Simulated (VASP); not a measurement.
# Pd (Fm-3m) in VASP: further runs

Pd is run at these levels: LDA; tasks: single point.

All numbers are computed with VASP 6.6.1; they aren't measurements. Logs are shortened: lines on timing, memory, paths and dates and some standing lists are left out, and cuts for length are marked.

**1. The cell of the first run**

The structure is cubic, space group Fm-3m (No. 225). Conventional cell: a = 3.880 Å, b = 3.880 Å, c = 3.880 Å, α = 90.00°, β = 90.00°, γ = 90.00°. Pd (site symmetry m-3m) has 12 Pd at 2.74 Å within 3.6 Å.

**2. Single point, LDA**

INCAR

```
  ALGO = Normal
  EDIFF = 1E-6
  ENCUT = 500
  GGA_COMPAT = False
  ISIF = 2
  ISMEAR = 0
  LASPH = True
  LCHARG = True
  LELF = True
  LREAL = False
  LVHAR = True
  LWAVE = False
  NBANDS = 11
  NELM = 120
  PREC = Accurate
  SIGMA = 0.1
```

KPOINTS

```
k-points
0
Gamma
  8 8 8
```

POSCAR

```
Pd
1.0
    0.0000000000      1.9400000000      1.9400000000
    1.9400000000      0.0000000000      1.9400000000
    1.9400000000      1.9400000000      0.0000000000
Pd
1
Direct
    0.0000000000      0.0000000000      0.0000000000
```

Potentials or basis: VASP PAW LDA potentials, release 64 (Pd).

The run is started by

```sh
> cat potpaw_LDA.64/Pd/POTCAR > POTCAR
> mpirun -np 1 vasp_std > vasp.out
```

OUTCAR:

```text
EDIFF = 1E-6
   ENCUT = 500
   ISIF = 2
   ISMEAR = 0
   LASPH = True
   LREAL = False
   NELM = 120
   PREC = Accurate

 ion  position               nearest neighbor table
   1  0.000  0.000  0.000-

  LATTYP: Found a face centered cubic cell.
 ALAT       =     3.8800000000

  Lattice vectors:

 A1 = (   0.0000000000,   1.9400000000,   1.9400000000)
 A2 = (   1.9400000000,   0.0000000000,   1.9400000000)
 A3 = (   1.9400000000,   1.9400000000,   0.0000000000)

Analysis of symmetry for initial positions (statically):
=====================================================================
 Subroutine PRICEL returns:
 Original cell was already a primitive cell.

 Routine SETGRP: Setting up the symmetry group for a
 face centered cubic supercell.

 Subroutine GETGRP returns: Found 48 space group operations
 (whereof 48 operations were pure point group operations)
 out of a pool of 48 trial point group operations.

The static configuration has the point symmetry O_h .

Analysis of symmetry for dynamics (positions and initial velocities):
=====================================================================
 Subroutine PRICEL returns:
 Original cell was already a primitive cell.

 Routine SETGRP: Setting up the symmetry group for a
 face centered cubic supercell.

 Subroutine GETGRP returns: Found 48 space group operations
 (whereof 48 operations were pure point group operations)
 out of a pool of 48 trial point group operations.

The dynamic configuration has the point symmetry O_h .

 Subroutine INISYM returns: Found 48 space group operations
 (whereof 48 operations are pure point group operations),
 and found     1 'primitive' translations

----------------------------------------------------------------------------------------

                                     Primitive cell

  volume of cell :      14.6028

  direct lattice vectors                    reciprocal lattice vectors
     0.000000000  1.940000000  1.940000000    -0.257731959  0.257731959  0.257731959
     1.940000000  0.000000000  1.940000000     0.257731959 -0.257731959  0.257731959
     1.940000000  1.940000000  0.000000000     0.257731959  0.257731959 -0.257731959

  length of vectors
     2.743574311  2.743574311  2.743574311     0.446404847  0.446404847  0.446404847

  position of ions in fractional coordinates (direct lattice)
     0.000000000  0.000000000  0.000000000

  ion indices of the primitive-cell ions
   primitive index   ion index
                 1           1

----------------------------------------------------------------------------------------

 KPOINTS: k-points

Automatic generation of k-mesh.
 Grid dimensions read from file:
 generate k-points for:    8    8    8

 Generating k-lattice:

  Cartesian coordinates                     Fractional coordinates (reciprocal lattice)
    -0.032216495  0.032216495  0.032216495     0.125000000  0.000000000  0.000000000
     0.032216495 -0.032216495  0.032216495     0.000000000  0.125000000  0.000000000
     0.032216495  0.032216495 -0.032216495     0.000000000  0.000000000  0.125000000

  Length of vectors
     0.055800606  0.055800606  0.055800606

  Shift w.r.t. Gamma in fractional coordinates (k-lattice)
     0.000000000  0.000000000  0.000000000

 Subroutine IBZKPT returns following result:
 ===========================================

 Found     29 irreducible k-points:

 Following reciprocal coordinates:
            Coordinates               Weight
  0.000000  0.000000  0.000000      1.000000
  0.125000  0.000000  0.000000      8.000000
  0.250000  0.000000  0.000000      8.000000
  0.375000  0.000000  0.000000      8.000000
  0.500000  0.000000  0.000000      4.000000
  0.125000  0.125000  0.000000      6.000000
[... 16 lines left out ...]
  0.500000  0.250000  0.125000     48.000000
 -0.375000  0.250000  0.125000     24.000000
 [... further k-points ...]
   k-points           NKPTS =     29   k-points in BZ     NKDIM =     29   number of bands    NBANDS=     11
   number of dos      NEDOS =    301   number of ions     NIONS =      1
   total plane-waves  NPLWV =   8000
   dimension x,y,z NGX =    20 NGY =   20 NGZ =   20
   dimension x,y,z NGXF=    40 NGYF=   40 NGZF=   40
   ions per type =               1
   NGX,Y,Z   is equivalent  to a cutoff of  12.12, 12.12, 12.12 a.u.
   NGXF,Y,Z  is equivalent  to a cutoff of  24.24, 24.24, 24.24 a.u.
 SYSTEM =  unknown system
   PREC   = accura    normal or accurate (medium, high low for compatibility)
   ISTART =      0    job   : 0-new  1-cont  2-samecut
   ICHARG =      2    charge: 1-file 2-atom 10-const
   ISPIN  =      1    spin polarized calculation?
   LNONCOLLINEAR =      F non collinear calculations
   LSORBIT =      F    spin-orbit coupling
   LASPH  =      T    aspherical Exc in radial PAW
   ENCUT  =  500.0 eV  36.75 Ry    6.06 a.u.   5.00  5.00  5.00*2*pi/ulx,y,z
   NELM   =    120;   NELMIN=  2; NELMDL= -5     # of ELM steps
   EDIFF  = 0.1E-05   stopping-criterion for ELM
   LREAL  =      F    real-space projection
   EDIFFG = 0.1E-04   stopping-criterion for IOM
   NSW    =      0    number of steps for IOM
   IBRION =     -1    ionic relax: 0-MD 1-quasi-New 2-CG
   NFREE  =      0    steps in history (QN), initial steepest desc. (CG)
   ISIF   =      2    stress and relaxation
   ISYM   =      2    0-nonsym 1-usesym 2-fastsym
   POTIM  = 0.5000    time-step for ionic-motion
   TEBEG  =    0.0;   TEEND  =   0.0 temperature during run
   PSTRESS=    0.0 pullay stress
   NELECT =      10.0000    total number of electrons
   NUPDOWN=      -1.0000    fix difference up-down
   EMIN   =  10.00;   EMAX   =-10.00  energy-range for DOS
   EFERMI =   0.00;   METHOD = LEGACY
   ISMEAR =     0;   SIGMA  =   0.10  broadening in eV -4-tet -1-fermi 0-gaus
   EFERMI_NEDOS =   21; number of points for ismear=-14 and -15
   IALGO  =     38    algorithm
   IMIX   =      4    mixing-type and parameters
     AMIX     =   0.40;   BMIX     =  1.00
     AMIX_MAG =   1.60;   BMIX_MAG =  1.00
  volume/ion in A,a.u.               =      14.60        98.54
  Fermi-wavevector in a.u.,A,eV,Ry     =   1.442989  2.726854 28.330296  2.082218
  Thomas-Fermi vector in A             =   2.561447
   LORBIT       =      0    0 simple, 1 ext, 2 COOP (PROOUT), +10 PAW based schemes
   GGA     = CA    functional components
   LHFCALC =     F    Hartree Fock is set to
   AEXX    =    0.0000 exact exchange contribution
   IVDW    =     0    specifies the selected vdW correction
   LEPSILON=     F    determine dielectric tensor
   LRPA    =     F    only Hartree local field effects (RPA)
 non-spin polarized calculation
 Gauss-broadening in eV      SIGMA  =   0.10
  energy-cutoff  :      500.00
  volume of cell :       14.60
 maximum number of plane-waves:       388
   NGX =  9   NGY =  9   NGZ =  9

 number of electron      10.0000001 magnetization

 Free energy of the ion-electron system (eV)
  ---------------------------------------------------
  ext. energy  EPLUGINS =         0.00000000
  ---------------------------------------------------
  free energy    TOTEN  =        -6.46623431 eV

  energy without entropy =       -6.45389444  energy(sigma->0) =       -6.46006437

 E-fermi :   9.8735     XC(G=0): -13.5734

 val. band max:        9.8272943813   @ k =  -0.3750   0.3750   0.1250
 cond. band min:       9.8803283848   @ k =   0.5000   0.2500   0.0000
 fundamental gap:      0.0530340035
 Fermi energy:         9.8734854117

 k-point     1 :       0.0000    0.0000    0.0000
  band No.  band energies     occupation
      1       2.4483      2.00000
      2       6.8834      2.00000
      3       6.8834      2.00000
      4       6.8834      2.00000
      5       8.5522      2.00000
      6       8.5522      2.00000
      7      26.9007      0.00000
      8      31.6709      0.00000
      9      31.6709      0.00000
     10      31.6709      0.00000
     11      35.6081      0.00000

 k-point     2 :       0.1250    0.0000    0.0000
  band No.  band energies     occupation
      1       3.0015      2.00000
      2       6.7084      2.00000
      3       7.0602      2.00000
      4       7.0602      2.00000
      5       8.4825      2.00000
      6       8.4825      2.00000
      7      27.3706      0.00000
      8      29.0086      0.00000
      9      32.3151      0.00000
     10      32.3151      0.00000
     11      35.6651      0.00000

 k-point     3 :       0.2500    0.0000    0.0000
  band No.  band energies     occupation
      1       4.1600      2.00000
      2       6.8290      2.00000
      3       7.1857      2.00000
      4       7.1857      2.00000
      5       8.7023      2.00000
      6       8.7023      2.00000
      7      24.3215      0.00000
      8      27.9853      0.00000
      9      33.4244      0.00000
     10      33.4244      0.00000
     11      35.4676      0.00000

 k-point     4 :       0.3750    0.0000    0.0000
  band No.  band energies     occupation
      1       4.4339      2.00000
      2       6.9650      2.00000
      3       6.9650      2.00000
      4       8.7990      2.00000
      5       9.4098      2.00000
      6       9.4098      2.00000
      7      19.7868      0.00000
      8      26.8343      0.00000
      9      31.8442      0.00000
     10      31.8442      0.00000
     11      35.7623      0.00000

 k-point     5 :       0.5000    0.0000    0.0000
  band No.  band energies     occupation
      1       4.3506      2.00000
      2       6.8387      2.00000
      3       6.8387      2.00000
      4       9.7882      1.77201
      5       9.7882      1.77201
      6      10.6828      0.00000
      7      17.1187      0.00000
      8      26.2697      0.00000
      9      30.7861      0.00000
     10      30.7861      0.00000
     11      35.6380      0.00000
[... 211 lines left out ...]
 k-point    21 :       0.5000    0.5000    0.0000
  band No.  band energies     occupation
      1       4.2669      2.00000
      2       4.5611      2.00000
      3       9.7646      1.87626
      4      10.1103      0.00081
      5      10.1103      0.00081
      6      13.0162      0.00000
      7      20.5994      0.00000
      8      22.8839      0.00000
      9      22.8839      0.00000
     10      31.4376      0.00000
     11      31.6337      0.00000

 k-point    22 :       0.3750    0.2500    0.1250
  band No.  band energies     occupation
      1       5.1793      2.00000
      2       5.8392      2.00000
      3       6.9289      2.00000
      4       8.2003      2.00000
      5       8.3937      2.00000
      6      10.0682      0.00589
      7      24.8462      0.00000
      8      25.6917      0.00000
      9      29.1308      0.00000
     10      31.7651      0.00000
     11      35.3184      0.00000

 k-point    23 :       0.5000    0.2500    0.1250
  band No.  band energies     occupation
      1       5.3686      2.00000
      2       6.2742      2.00000
      3       6.6780      2.00000
      4       8.0142      2.00000
      5       9.2660      2.00000
      6      12.2514      0.00000
      7      20.4805      0.00000
      8      24.9265      0.00000
      9      27.1181      0.00000
     10      31.8637      0.00000
     11      35.6121      0.00000

 k-point    24 :      -0.3750    0.2500    0.1250
  band No.  band energies     occupation
      1       5.3086      2.00000
      2       6.0760      2.00000
      3       7.2799      2.00000
      4       7.7784      2.00000
      5       9.6460      1.99870
      6      14.6183      0.00000
      7      17.1493      0.00000
      8      25.4761      0.00000
      9      25.7282      0.00000
     10      30.9087      0.00000
     11      35.6598      0.00000

 [... further k-points ...]

------------------------ aborting loop because EDIFF is reached ----------------------------------------

  FORCE on cell =-STRESS in cart. coord.  units (eV):
  Direction    XX          YY          ZZ          XY          YZ          ZX
  --------------------------------------------------------------------------------------
  -------------------------------------------------------------------------------------
  Total       -0.4888923     -0.4888923     -0.4888923      0.0000000      0.0000000      0.0000000
  in kB      -53.6399805    -53.6399805    -53.6399805      0.0000000      0.0000000      0.0000000
  external PRESSURE =     -53.6399805 kB  Pullay stress =       0.0000000 kB

 VOLUME and BASIS-vectors are now :
 -----------------------------------------------------------------------------
  energy-cutoff  :      500.00
  volume of cell :       14.60
      direct lattice vectors                 reciprocal lattice vectors
     0.000000000  1.940000000  1.940000000    -0.257731959  0.257731959  0.257731959
     1.940000000  0.000000000  1.940000000     0.257731959 -0.257731959  0.257731959
     1.940000000  1.940000000  0.000000000     0.257731959  0.257731959 -0.257731959

 POSITION                                       TOTAL-FORCE (eV/Angst)
 -----------------------------------------------------------------------------------
      0.00000      0.00000      0.00000         0.000000      0.000000      0.000000
 -----------------------------------------------------------------------------------
    total drift:                                0.000000     -0.000000      0.000000

  FREE ENERGIE OF THE ION-ELECTRON SYSTEM (eV)
  ---------------------------------------------------
  free  energy   TOTEN  =        -6.4662343054 eV

  energy  without entropy=       -6.4538944405  energy(sigma->0) =       -6.46006437
```

Wall time 3.9 s (1 thread of Intel Xeon Platinum 8375C at 2.90GHz (Ice Lake), shared host); peak memory 0.12 GiB.

Results:

```
Free energy            : -6.4662 eV
Pressure               : -5.4 GPa
Band gap on the k mesh : zero (band 5 reaches 10.11 eV, above the bottom of band 6 at 8.48 eV)
```

Levels at points of the mesh, in eV from the Fermi level:
```csv
k point,band 3,band 4,band 5,band 6,band 7,band 8
"(0.00, 0.00, 0.00)",-2.99,-2.99,-1.32,-1.32,17.03,21.80
"(0.50, 0.00, 0.00)",-3.03,-0.09,-0.09,0.81,7.25,16.40
"(0.50, 0.50, 0.00)",-0.11,0.24,0.24,3.14,10.73,13.01
```

**3. Single point, LDA**

This run uses another cell than the first one, of 14.14 Å³/atom, 0.968 times its volume.

INCAR

```
SYSTEM = Pd
PREC = Accurate ; ENCUT = 500
EDIFF = 1E-6 ; ISMEAR = 0
SIGMA = 0.1 ; LREAL = .FALSE.
LASPH = .TRUE. ; NELM = 120
ALGO = Normal ; ISIF = 2
LWAVE = .FALSE. ; LCHARG = .FALSE.
GGA = CA ; NBANDS = 11
GGA_COMPAT = .FALSE.
```

KPOINTS

```
Automatic mesh
0
G
  18 18 18
  0 0 0
```

POSCAR

```
Pd
1.0
    0.0000000000      1.9193171707      1.9193171707
    1.9193171707      0.0000000000      1.9193171707
    1.9193171707      1.9193171707      0.0000000000
Pd
1
Direct
    0.0000000000      0.0000000000      0.0000000000
```

Potentials or basis: VASP PAW LDA potentials, release 64 (Pd).

The run is started by

```sh
> cat potpaw_LDA.64/Pd/POTCAR > POTCAR
> mpirun -np 1 vasp_std > vasp.out
```

It took 26 s on 1 thread of Intel Xeon Platinum 8375C at 2.90GHz (Ice Lake), shared host; peak memory 0.14 GiB.

Results (log left out):

- Free energy: -6.5035 eV
- Pressure: 0.4 GPa
- Band gap on the k mesh: zero (band 5 reaches 10.66 eV, above the bottom of band 6 at 8.95 eV)

Levels at points of the mesh, in eV from the Fermi level:
| k point | band 2 | band 3 | band 4 | band 5 | band 6 | band 7 | band 8 | band 9 |
| --- | --- | --- | --- | --- | --- | --- | --- | --- |
| (0.00, 0.00, 0.00) | -3.08 | -3.08 | -3.08 | -1.31 | -1.31 | 17.13 | 22.10 | 22.10 |
| (0.50, 0.00, 0.00) | -3.12 | -3.12 | -0.02 | -0.02 | 0.84 | 7.59 | 16.52 | 21.32 |
| (0.50, 0.50, 0.00) | -5.51 | -0.04 | 0.32 | 0.32 | 3.24 | 11.16 | 13.29 | 13.29 |
